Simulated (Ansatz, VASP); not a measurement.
# One calculation of SrGa3, two programs

```
Sr Ga
1.0
     4.42933    0.00000    0.00000
     0.00000    4.42933    0.00000
     0.00000    0.00000    4.42933
Sr Ga
1 3
Cartesian
  0.0000 0.0200 0.0000
  0.0000 2.2147 2.2147
  2.2147 2.2147 0.0000
  2.2147 0.0000 2.2147
```

Alike in both runs: task single point; functional PBEsol; k mesh 8 × 8 × 8; occupations gaussian, width 0.05 eV; no spin polarisation.

```csv
,VASP,Ansatz
version,VASP 6.6.1,Ansatz 0.2.0
potentials or method,"VASP PAW PBE potentials, release 64 (Sr_sv, Ga_d), cutoff 520 eV","scalar-relativistic, plane waves, PAW"
valence electrons in the cell,49,49
```

VASP gave:

| Item | Value |
| --- | --- |
| pressure (GPa) | 0.2 |
| rms of the force components (eV/Å) | 0.044 |

**Question.** Estimate Ansatz's values.

**Answer.** Pressure (GPa): 0.0; rms of the force components (eV/Å): 0.044.

VASP's potentials were made for PBE, not for PBEsol. Atom by atom the forces differ by 0.000 eV/Å (rms over components).
